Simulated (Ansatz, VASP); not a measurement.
## BaTiO3 in VASP and in Ansatz

```
Ba Ti O
1.0
     7.93391    0.00000    0.00000
     0.00000    3.96696    0.00000
     0.00000    0.00000    3.98501
Ba Ti O
2 2 6
Direct
  0.00000 0.00000 0.00000
  0.50000 0.00000 0.00000
  0.25000 0.50000 0.48200
  0.75000 0.50000 0.48200
  0.25000 0.50000 0.01600
  0.75000 0.50000 0.01600
  0.25000 0.00000 0.51500
  0.75000 0.00000 0.51500
  0.00000 0.50000 0.51500
  0.50000 0.50000 0.51500
```

Alike in both runs: task single point; functional PBE; k mesh 3 × 5 × 5; occupations fermi-dirac, width 0.0293 eV; collinear spin; Hubbard terms Ti d U = 1.86 eV.

```csv
,VASP,Ansatz
version,VASP 6.6.1,Ansatz 0.2.0
potentials or method,"VASP PAW PBE potentials, release 64 (Ba_sv, Ti_sv, O), cutoff 520 eV",PAW plane waves
valence electrons in the cell,80,80
```

```tsv
	VASP	Ansatz	Ansatz less VASP
gap on the k mesh at the Fermi level (eV)	2.14	2.20	+0.055
pressure (GPa)	10.8	7.8	-2.99
traceless stress, the component that is largest in VASP (GPa)	1.33	1.13	-0.199
rms of the force components (eV/Å)	0.159	0.097	-0.0614
net moment per atom (μB)	0.00	0.00	0.000
```

The programs project onto different local orbitals, so the same U acts differently, and such runs can settle in different states. Atom by atom the forces differ by 0.090 eV/Å (rms over components). Ansatz's warnings: no starting moments.

Neither program's run includes spin-orbit coupling.
